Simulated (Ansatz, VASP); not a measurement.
## Two plane-wave programs on MnO2

Contents of INCAR:

```
  PREC = Accurate
  ENCUT = 520
  EDIFF = 1E-6
  ISMEAR = -1
  SIGMA = 0.05
  LREAL = False
  LASPH = True
  NELM = 150
  ALGO = Normal
  ISIF = 2
  LWAVE = False
  LCHARG = False
  ISPIN = 2
  MAGMOM = 4.5 4.5 4.5 4.5 0 0 0 0 0 0 0 0
  LORBIT = 11
  LMAXMIX = 4
  LDAU = True
  LDAUTYPE = 2
  LDAUL = 2 -1
  LDAUU = 3.9 0
  LDAUJ = 0 0
  LDAUPRINT = 1
  GGA = PE
  NBANDS = 66
```

The input KPOINTS:

```
Automatic mesh
0
Gamma
  2 6 4
```

The input POSCAR:

```
MnO2
1.0
    9.3200000000      0.0000000000      0.0000000000
    0.0000000000      2.8500000000      0.0000000000
    0.0000000000      0.0000000000      4.4600000000
Mn O
4 8
Direct
    0.6400000000      0.2500000000      0.4800000000
    0.3600000000      0.7500000000      0.5200000000
    0.1400000000      0.2500000000      0.0200000000
    0.8600000000      0.7500000000      0.9800000000
    0.5350000000      0.7500000000      0.2900000000
    0.4650000000      0.2500000000      0.7100000000
    0.0350000000      0.7500000000      0.2100000000
    0.9650000000      0.2500000000      0.7900000000
    0.7850000000      0.2500000000      0.1900000000
    0.2150000000      0.7500000000      0.8100000000
    0.2850000000      0.2500000000      0.3100000000
    0.7150000000      0.7500000000      0.6900000000
```

Input for Ansatz:

```yaml
crystal:
  lattice:
    - [9.32, 0.0, 0.0]
    - [0.0, 2.85, 0.0]
    - [0.0, 0.0, 4.46]
  atoms:
    - { symbol: Mn, position: [0.64, 0.25, 0.48], spin: 4.5 }
    - { symbol: Mn, position: [0.36, 0.75, 0.52], spin: 4.5 }
    - { symbol: Mn, position: [0.14, 0.25, 0.02], spin: 4.5 }
    - { symbol: Mn, position: [0.86, 0.75, 0.98], spin: 4.5 }
    - { symbol: O, position: [0.535, 0.75, 0.29] }
    - { symbol: O, position: [0.465, 0.25, 0.71] }
    - { symbol: O, position: [0.035, 0.75, 0.21] }
    - { symbol: O, position: [0.965, 0.25, 0.79] }
    - { symbol: O, position: [0.785, 0.25, 0.19] }
    - { symbol: O, position: [0.215, 0.75, 0.81] }
    - { symbol: O, position: [0.285, 0.25, 0.31] }
    - { symbol: O, position: [0.715, 0.75, 0.69] }
magnetization:
  spin_polarized: true
hamiltonian:
  xc: pbe
  pseudopotentials: { kind: paw }
  hubbard: { sites: [{ species: Mn, l: d, u_eff: 3.9 }] }
basis:
  ecutwfc: 420
kpoints:
  mp_grid: { grid: [2, 6, 4] }
scf:
  occupations: { method: fermi_dirac, width: 0.05 }
  lower_state_search: "off"
output:
  forces: true
  stress: true
  write_density: true
  write_potential: true
  elf: true
  volumetric_format: npy
```

Alike in both runs: task single point; functional PBE; k mesh 2 × 6 × 4; occupations fermi-dirac, width 0.05 eV; collinear spin; Hubbard terms Mn d U = 3.9 eV.

|  | VASP | Ansatz |
| --- | --- | --- |
| version | VASP 6.6.1 | Ansatz 0.2.0 |
| potentials or method | VASP PAW PBE potentials, release 64 (Mn_pv, O), cutoff 520 eV | PAW, plane waves, scalar-relativistic |
| valence electrons in the cell | 100 | 108 |

VASP gave:

```
pressure (GPa)                                                : 15.1
traceless stress, the component that is largest in VASP (GPa) : -5.25
rms of the force components (eV/Å)                            : 0.861
net moment per atom (μB)                                      : 1.00
size of the moment on the site where the two differ most (μB) : 3.12
```

Question: Which values does Ansatz return?

Answer: Pressure (GPa): 14.2; traceless stress, the component that is largest in VASP (GPa): -5.23; rms of the force components (eV/Å): 0.840; net moment per atom (μB): 1.00; size of the moment on the site where the two differ most (μB): 2.68.

Site moments also hang on the region over which each program counts them. The programs project onto different local orbitals, so the same U acts differently, and such runs can settle in different states. Atom by atom the forces differ by 0.039 eV/Å (rms over components). VASP's potentials hold 100 valence electrons a cell and Ansatz's 108, so a difference there can come from the potentials and not from the codes.
